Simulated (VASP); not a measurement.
Input of a VASP 6.6.1 run:

Contents of INCAR:

```
SYSTEM = C
PREC = Accurate
ENCUT = 520
EDIFF = 1E-7
ISMEAR = 0
SIGMA = 0.02
LREAL = .False.
LASPH = .True.
NELM = 80
ALGO = Normal
ISIF = 2
LWAVE = .False.
LCHARG = .False.
GGA = CA
NBANDS = 11
```

Contents of KPOINTS:

```
regular mesh
0
Gamma
  14 14 8
  0 0 0
```

File POSCAR:

```
C
1.0
    2.1172982844     -1.2224340469     -0.0115975247
    2.1172982844      1.2224340469     -0.0115975247
   -1.3916690928      0.0000000000      3.3373019203
C
2
Direct
    0.8333830096      0.8333830096      0.0001497828
    0.1666169904      0.1666169904      0.9998502172
```

Potentials or basis: VASP PAW LDA potentials, release 64 (C).

Run with:

```bash
$ cat potpaw_LDA.64/C/POTCAR > POTCAR
$ mpirun -np 1 vasp_std > vasp.out
```

Predict the pressure.

0.8 GPa.

Estimate the band gap on the k mesh.

0.65 eV, direct.

Stress tensor (GPa, compression positive):
```
 1.29  0.00 -0.01
 0.00  1.28  0.00
-0.01  0.00 -0.13
```

A k mesh can miss the band edges.
